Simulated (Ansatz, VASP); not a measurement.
Two plane-wave programs on KF

```xyz
2
Lattice="0.0000 2.6590 2.6590 2.6590 0.0000 2.6590 2.6590 2.6590 0.0000" Properties=species:S:1:pos:R:3 pbc="T T T"
K     0.0000    0.0000    0.0000
F     2.6590    2.6590    2.6590
```

Alike in both runs: task single point; functional PBE; k mesh 6 × 6 × 6; occupations tetrahedron; no spin polarisation.

|  | VASP | Ansatz |
| --- | --- | --- |
| version | VASP 6.6.1 | Ansatz 0.2.0 |
| potentials or method | VASP PAW PBE potentials, release 64 (K_sv, F) | plane waves |
| plane-wave cutoff (eV) | 600 | 420 |
| valence electrons in the cell | 16 | 16 |

VASP gave:

- gap on the k mesh at the Fermi level (eV): 6.24
- pressure (GPa): 1.9

Question: What did Ansatz give for the same quantities?

Answer: gap on the k mesh at the Fermi level (eV): 6.26; pressure (GPa): 1.9.

The functional is the same, so the differences come from potentials, cutoffs and numerics. Ansatz's warnings: band table not solved further, tetrahedron derivatives may miss energy slope.
